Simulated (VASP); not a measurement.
# CdS (Fm-3m) in VASP: further runs

The runs below take CdS through single point, with PBEsol+D4.

All numbers are computed with VASP 6.6.1; they aren't measurements. Logs are shortened: lines on timing, memory, paths and dates and some standing lists are left out, and cuts for length are marked.

## 1. The cell of the first run

Symmetry: Fm-3m, No. 225, cubic system. The conventional cell has a = 5.506 Å, b = 5.506 Å, c = 5.506 Å, α = 90.00°, β = 90.00°, γ = 90.00°. Within 3.6 Å of Cd (site symmetry m-3m) lie 6 S at 2.75 Å. S (site symmetry m-3m) has 6 Cd at 2.75 Å within 3.6 Å.

## 2. Single point, PBEsol+D4

INCAR reads:

```
ALGO     = Normal         # electronic algorithm
EDIFF    = 1E-6           # SCF threshold, eV
ENCUT    = 520            # plane-wave cutoff, eV
GGA      = PS             # functional
ISIF     = 2              # what is computed and relaxed
ISMEAR   = 0              # smearing method
IVDW     = 13             # dispersion correction
LASPH    = True           # aspherical terms in the spheres
LCHARG   = False          # write CHGCAR
LREAL    = False          # projectors in reciprocal space
LWAVE    = False          # write WAVECAR
NBANDS   = 16             # bands
NELM     = 100            # most SCF steps
PREC     = Accurate       # precision mode
SIGMA    = 0.02           # smearing width, eV
```

KPOINTS reads:

```
k-points
0
Gamma
  6 6 6
```

POSCAR reads:

```
CdS
1.0
    0.0000000000      2.7532440000      2.7532440000
    2.7532440000      0.0000000000      2.7532440000
    2.7532440000      2.7532440000      0.0000000000
Cd S
1 1
Direct
    0.0000000000      0.0000000000      0.0000000000
    0.5000000000      0.5000000000      0.5000000000
```

Potentials or basis: VASP PAW PBE potentials, release 64 (Cd, S).

The run is started by

```sh
$ cat potpaw_PBE.64/Cd/POTCAR potpaw_PBE.64/S/POTCAR > POTCAR
$ mpirun -np 1 vasp_std > vasp.out
```

OUTCAR:

```text
EDIFF = 1E-6
   ENCUT = 520
   GGA = PS
   ISIF = 2
   ISMEAR = 0
   IVDW = 13
   LASPH = True
   LREAL = False
   NELM = 100
   PREC = Accurate

 ion  position               nearest neighbor table
   1  0.000  0.000  0.000-   2 2.75   2 2.75   2 2.75   2 2.75   2 2.75   2 2.75
   2  0.500  0.500  0.500-   1 2.75   1 2.75   1 2.75   1 2.75   1 2.75   1 2.75

  LATTYP: Found a face centered cubic cell.
 ALAT       =     5.5064880000

  Lattice vectors:

 A1 = (   0.0000000000,   2.7532440000,   2.7532440000)
 A2 = (   2.7532440000,   0.0000000000,   2.7532440000)
 A3 = (   2.7532440000,   2.7532440000,   0.0000000000)

Analysis of symmetry for initial positions (statically):
=====================================================================
 Subroutine PRICEL returns:
 Original cell was already a primitive cell.

 Routine SETGRP: Setting up the symmetry group for a
 face centered cubic supercell.

 Subroutine GETGRP returns: Found 48 space group operations
[... 9 lines left out ...]

 Routine SETGRP: Setting up the symmetry group for a
 face centered cubic supercell.

 Subroutine GETGRP returns: Found 48 space group operations
[... 11 lines left out ...]
                                     Primitive cell

  volume of cell :      41.7411

  direct lattice vectors                    reciprocal lattice vectors
     0.000000000  2.753244000  2.753244000    -0.181603955  0.181603955  0.181603955
     2.753244000  0.000000000  2.753244000     0.181603955 -0.181603955  0.181603955
     2.753244000  2.753244000  0.000000000     0.181603955  0.181603955 -0.181603955

  length of vectors
     3.893675005  3.893675005  3.893675005     0.314547277  0.314547277  0.314547277

  position of ions in fractional coordinates (direct lattice)
     0.000000000  0.000000000  0.000000000
     0.500000000  0.500000000  0.500000000

  ion indices of the primitive-cell ions
   primitive index   ion index
                 1           1
                 2           2

----------------------------------------------------------------------------------------

 KPOINTS: k-points

Automatic generation of k-mesh.
 Grid dimensions read from file:
 generate k-points for:    6    6    6

 Generating k-lattice:

  Cartesian coordinates                     Fractional coordinates (reciprocal lattice)
    -0.030267326  0.030267326  0.030267326     0.166666667  0.000000000  0.000000000
     0.030267326 -0.030267326  0.030267326     0.000000000  0.166666667  0.000000000
     0.030267326  0.030267326 -0.030267326     0.000000000  0.000000000  0.166666667

  Length of vectors
     0.052424546  0.052424546  0.052424546

  Shift w.r.t. Gamma in fractional coordinates (k-lattice)
     0.000000000  0.000000000  0.000000000

 Subroutine IBZKPT returns following result:
 ===========================================

 Found     16 irreducible k-points:

 Following reciprocal coordinates:
            Coordinates               Weight
  0.000000  0.000000  0.000000      1.000000
  0.166667  0.000000  0.000000      8.000000
  0.333333  0.000000  0.000000      8.000000
  0.500000  0.000000  0.000000      4.000000
  0.166667  0.166667  0.000000      6.000000
  0.333333  0.166667  0.000000     24.000000
[... 8 lines left out ...]
 -0.333333  0.333333  0.166667     24.000000
 -0.333333  0.500000  0.166667     12.000000
   k-points           NKPTS =     16   k-points in BZ     NKDIM =     16   number of bands    NBANDS=     16
   number of dos      NEDOS =    301   number of ions     NIONS =      2
   total plane-waves  NPLWV =  27000
   dimension x,y,z NGX =    30 NGY =   30 NGZ =   30
   dimension x,y,z NGXF=    60 NGYF=   60 NGZF=   60
   ions per type =               1   1
   NGX,Y,Z   is equivalent  to a cutoff of  12.81, 12.81, 12.81 a.u.
   NGXF,Y,Z  is equivalent  to a cutoff of  25.62, 25.62, 25.62 a.u.
 SYSTEM =  unknown system
   PREC   = accura    normal or accurate (medium, high low for compatibility)
   ISTART =      0    job   : 0-new  1-cont  2-samecut
   ICHARG =      2    charge: 1-file 2-atom 10-const
   ISPIN  =      1    spin polarized calculation?
   LNONCOLLINEAR =      F non collinear calculations
   LSORBIT =      F    spin-orbit coupling
   LASPH  =      T    aspherical Exc in radial PAW
   ENCUT  =  520.0 eV  38.22 Ry    6.18 a.u.   7.24  7.24  7.24*2*pi/ulx,y,z
   NELM   =    100;   NELMIN=  2; NELMDL= -5     # of ELM steps
   EDIFF  = 0.1E-05   stopping-criterion for ELM
   LREAL  =      F    real-space projection
   EDIFFG = 0.1E-04   stopping-criterion for IOM
   NSW    =      0    number of steps for IOM
   IBRION =     -1    ionic relax: 0-MD 1-quasi-New 2-CG
   NFREE  =      0    steps in history (QN), initial steepest desc. (CG)
   ISIF   =      2    stress and relaxation
   ISYM   =      2    0-nonsym 1-usesym 2-fastsym
   POTIM  = 0.5000    time-step for ionic-motion
   TEBEG  =    0.0;   TEEND  =   0.0 temperature during run
   PSTRESS=    0.0 pullay stress
   NELECT =      18.0000    total number of electrons
   NUPDOWN=      -1.0000    fix difference up-down
   EMIN   =  10.00;   EMAX   =-10.00  energy-range for DOS
   EFERMI =   0.00;   METHOD = LEGACY
   ISMEAR =     0;   SIGMA  =   0.02  broadening in eV -4-tet -1-fermi 0-gaus
   EFERMI_NEDOS =   21; number of points for ismear=-14 and -15
   IALGO  =     38    algorithm
   IMIX   =      4    mixing-type and parameters
     AMIX     =   0.40;   BMIX     =  1.00
     AMIX_MAG =   1.60;   BMIX_MAG =  1.00
  volume/ion in A,a.u.               =      20.87       140.84
  Fermi-wavevector in a.u.,A,eV,Ry     =   1.236833  2.337275 20.813583  1.529755
  Thomas-Fermi vector in A             =   2.371425
   LORBIT       =      0    0 simple, 1 ext, 2 COOP (PROOUT), +10 PAW based schemes
   GGA     = PS    functional components
   LHFCALC =     F    Hartree Fock is set to
   AEXX    =    0.0000 exact exchange contribution
   IVDW    =    13    specifies the selected vdW correction
   LEPSILON=     F    determine dielectric tensor
   LRPA    =     F    only Hartree local field effects (RPA)
 non-spin polarized calculation
 Gauss-broadening in eV      SIGMA  =   0.02
  energy-cutoff  :      520.00
  volume of cell :       41.74
 maximum number of plane-waves:      1158
 NGX is ok and might be reduce to    30
   NGX = 15   NGY = 15   NGZ = 15

 number of electron      18.0000005 magnetization

 Free energy of the ion-electron system (eV)
  ---------------------------------------------------
  ext. energy  EPLUGINS =         0.00000000
  ---------------------------------------------------
  free energy    TOTEN  =        -6.61164683 eV

  energy without entropy =       -6.61164680  energy(sigma->0) =       -6.61164681

 E-fermi :   2.6867     XC(G=0): -10.5074

 val. band max:        2.6224612085   @ k =   0.5000   0.0000   0.0000
 cond. band min:       2.7479175168   @ k =   0.5000   0.5000   0.0000
 fundamental gap:      0.1254563082
 Fermi energy:         2.6866828182

 k-point     1 :       0.0000    0.0000    0.0000
  band No.  band energies     occupation
      1     -10.0608      2.00000
      2      -4.9432      2.00000
      3      -4.9432      2.00000
      4      -4.9416      2.00000
      5      -4.9416      2.00000
      6      -4.9416      2.00000
[... 8 lines left out ...]
     15      13.7936      0.00000
     16      13.7936      0.00000

 k-point     2 :       0.1667    0.0000    0.0000
  band No.  band energies     occupation
      1      -9.8319      2.00000
      2      -5.0194      2.00000
      3      -5.0194      2.00000
      4      -4.9684      2.00000
      5      -4.8930      2.00000
      6      -4.8930      2.00000
[... 8 lines left out ...]
     15      12.8282      0.00000
     16      13.3478      0.00000

 k-point     3 :       0.3333    0.0000    0.0000
  band No.  band energies     occupation
      1      -9.2884      2.00000
      2      -5.1653      2.00000
      3      -5.1653      2.00000
      4      -5.0762      2.00000
      5      -4.7933      2.00000
      6      -4.7933      2.00000
[... 8 lines left out ...]
     15      14.1848      0.00000
     16      14.1848      0.00000

 k-point     4 :       0.5000    0.0000    0.0000
  band No.  band energies     occupation
      1      -8.9491      2.00000
      2      -5.2351      2.00000
      3      -5.2351      2.00000
      4      -5.1900      2.00000
      5      -4.7424      2.00000
      6      -4.7424      2.00000
[... 8 lines left out ...]
     15      15.5731      0.00000
     16      15.5731      0.00000

 k-point     5 :       0.1667    0.1667    0.0000
  band No.  band energies     occupation
      1      -9.7762      2.00000
      2      -5.0799      2.00000
      3      -4.9800      2.00000
      4      -4.9167      2.00000
      5      -4.8918      2.00000
      6      -4.8918      2.00000
[... 8 lines left out ...]
     15      15.1045      0.00000
     16      15.6551      0.00000

 k-point     6 :       0.3333    0.1667    0.0000
  band No.  band energies     occupation
      1      -9.3927      2.00000
      2      -5.1200      2.00000
      3      -5.0162      2.00000
      4      -5.0093      2.00000
      5      -4.8201      2.00000
      6      -4.7816      2.00000
[... 8 lines left out ...]
     15      15.2857      0.00000
     16      15.5793      0.00000

 k-point     7 :       0.5000    0.1667    0.0000
  band No.  band energies     occupation
      1      -9.0133      2.00000
      2      -5.1424      2.00000
      3      -5.0921      2.00000
      4      -5.0605      2.00000
      5      -4.7314      2.00000
      6      -4.7285      2.00000
[... 8 lines left out ...]
     15      15.8408      0.00000
     16      16.5682      0.00000

 k-point     8 :      -0.3333    0.1667    0.0000
  band No.  band energies     occupation
      1      -9.0840      2.00000
      2      -5.1922      2.00000
      3      -5.1501      2.00000
      4      -5.0016      2.00000
      5      -4.7832      2.00000
      6      -4.7060      2.00000
[... 8 lines left out ...]
     15      15.1229      0.00000
     16      16.2759      0.00000

 k-point     9 :      -0.1667    0.1667    0.0000
  band No.  band energies     occupation
      1      -9.5170      2.00000
      2      -5.1285      2.00000
      3      -5.0807      2.00000
      4      -4.9802      2.00000
      5      -4.8676      2.00000
      6      -4.7898      2.00000
[... 8 lines left out ...]
     15      14.9105      0.00000
     16      15.1622      0.00000

 k-point    10 :       0.3333    0.3333    0.0000
  band No.  band energies     occupation
      1      -9.3067      2.00000
      2      -5.0570      2.00000
      3      -4.8635      2.00000
      4      -4.8282      2.00000
      5      -4.7619      2.00000
      6      -4.7619      2.00000
[... 8 lines left out ...]
     15      16.0895      0.00000
     16      18.0207      0.00000

 k-point    11 :       0.5000    0.3333    0.0000
  band No.  band energies     occupation
      1      -9.1234      2.00000
      2      -5.0611      2.00000
      3      -4.9406      2.00000
      4      -4.7829      2.00000
      5      -4.7036      2.00000
      6      -4.3964      2.00000
[... 8 lines left out ...]
     15      16.5778      0.00000
     16      17.6007      0.00000

 k-point    12 :      -0.3333    0.3333    0.0000
  band No.  band energies     occupation
      1      -9.0060      2.00000
      2      -5.0904      2.00000
      3      -5.0559      2.00000
      4      -4.8790      2.00000
      5      -4.7357      2.00000
      6      -4.4669      2.00000
[... 8 lines left out ...]
     15      14.6865      0.00000
     16      18.0666      0.00000

 k-point    13 :       0.5000    0.5000    0.0000
  band No.  band energies     occupation
      1      -9.1715      2.00000
      2      -5.0955      2.00000
      3      -4.8368      2.00000
      4      -4.6781      2.00000
      5      -4.6781      2.00000
      6      -4.0293      2.00000
[... 8 lines left out ...]
     15      16.9737      0.00000
     16      17.2480      0.00000

 k-point    14 :       0.5000    0.3333    0.1667
  band No.  band energies     occupation
      1      -9.1369      2.00000
      2      -5.0670      2.00000
      3      -5.0076      2.00000
      4      -4.9878      2.00000
      5      -4.7589      2.00000
      6      -4.6365      2.00000
[... 8 lines left out ...]
     15      16.4852      0.00000
     16      17.5164      0.00000

 k-point    15 :      -0.3333    0.3333    0.1667
  band No.  band energies     occupation
      1      -9.0060      2.00000
      2      -5.1214      2.00000
      3      -4.9738      2.00000
      4      -4.9462      2.00000
      5      -4.7136      2.00000
      6      -4.4697      2.00000
[... 8 lines left out ...]
     15      15.1220      0.00000
     16      17.2105      0.00000

 k-point    16 :      -0.3333    0.5000    0.1667
  band No.  band energies     occupation
      1      -9.0627      2.00000
      2      -5.0266      2.00000
      3      -5.0061      2.00000
      4      -4.8269      2.00000
      5      -4.6780      2.00000
      6      -4.1730      2.00000
[... 8 lines left out ...]
     15      16.2422      0.00000
     16      17.2393      0.00000

------------------------ aborting loop because EDIFF is reached ----------------------------------------

  DFT-D4 for vdW energy calculation

  Edisp (eV):   -0.43065

  FORCE on cell =-STRESS in cart. coord.  units (eV):
  Direction    XX          YY          ZZ          XY          YZ          ZX
  --------------------------------------------------------------------------------------
  -------------------------------------------------------------------------------------
  Total      -1.43843    -1.43843    -1.43843    -0.00000     0.00000    -0.00000
  in kB     -55.21210   -55.21210   -55.21210    -0.00000     0.00000    -0.00000
  external pressure =      -55.21 kB  Pullay stress =        0.00 kB

 VOLUME and BASIS-vectors are now :
 -----------------------------------------------------------------------------
  energy-cutoff  :      520.00
  volume of cell :       41.74
      direct lattice vectors                 reciprocal lattice vectors
     0.000000000  2.753244000  2.753244000    -0.181603955  0.181603955  0.181603955
     2.753244000  0.000000000  2.753244000     0.181603955 -0.181603955  0.181603955
     2.753244000  2.753244000  0.000000000     0.181603955  0.181603955 -0.181603955

 POSITION                                       TOTAL-FORCE (eV/Angst)
 -----------------------------------------------------------------------------------
      0.00000      0.00000      0.00000         0.000000      0.000000     -0.000000
      2.75324      2.75324      2.75324        -0.000000     -0.000000      0.000000
 -----------------------------------------------------------------------------------
    total drift:                               -0.000000      0.000000      0.000000

  FREE ENERGIE OF THE ION-ELECTRON SYSTEM (eV)
  ---------------------------------------------------
  free  energy   TOTEN  =        -7.0423006896 eV

  energy  without entropy=       -7.0423006624  energy(sigma->0) =       -7.04230068
```

Wall time 15 s (1 thread of Intel Xeon Platinum 8375C at 2.90GHz (Ice Lake), shared host); peak memory 0.17 GiB.

Results:

* Free energy: -7.0423 eV
* Pressure: -5.5 GPa
* Band gap on the k mesh: 0.13 eV, indirect (least direct gap 1.41 eV)
* Dispersion energy per atom: -0.215 eV

Caveat: the PAW data sets were made with another functional, which shifts forces and pressure a little. A k mesh can miss the band edges.

(Continued in part 2 of 2.)
